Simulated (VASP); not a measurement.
A run of VASP 6.6.1 is set up as follows.

File INCAR:

```
ALGO     = Normal         # electronic algorithm
EDIFF    = 1E-7           # SCF threshold, eV
ENCUT    = 520            # plane-wave cutoff, eV
GGA      = PS             # functional
ISIF     = 2              # what is computed and relaxed
ISMEAR   = 0              # smearing method
LASPH    = True           # aspherical terms in the spheres
LCHARG   = True           # write CHGCAR
LELF     = True           # ELF
LREAL    = False          # projectors in reciprocal space
LVHAR    = True         
LWAVE    = False          # write WAVECAR
NBANDS   = 33             # bands
NELM     = 100            # most SCF steps
PREC     = Accurate       # precision mode
SIGMA    = 0.01           # smearing width, eV
```

The input KPOINTS:

```
k-points
0
Gamma
  10 10 10
```

File POSCAR:

```
TiO2
1.0
   -1.8848916298      1.8848916298      4.7758664458
    1.8848916298     -1.8848916298      4.7758664458
    1.8848916298      1.8848916298     -4.7758664458
Ti O
2 4
Direct
    0.0000000000      0.0000000000      0.0000000000
    0.7500000000      0.2500000000      0.5000000000
    0.2075275981      0.2075275981      0.0000000000
    0.9575275981      0.4575275981      0.5000000000
    0.5424724019      0.0424724019      0.5000000000
    0.7924724019      0.7924724019      0.0000000000
```

Potentials or basis: VASP PAW PBE potentials, release 64 (Ti_sv, O).

The run is started by

```console
$ cat potpaw_PBE.64/Ti_sv/POTCAR potpaw_PBE.64/O/POTCAR > POTCAR
$ mpirun -np 1 vasp_std > vasp.out
```

(1) What does it give for the band gap on the k mesh?

(2) What does it give for the largest force?

(3) What does it give for the pressure?

## Answers

(1) 2.10 eV, indirect (least direct gap 2.42 eV).

(2) 0.020 eV/Å.

(3) 0.7 GPa.

Caveat: the PAW data sets were made with another functional, which shifts forces and pressure a little.
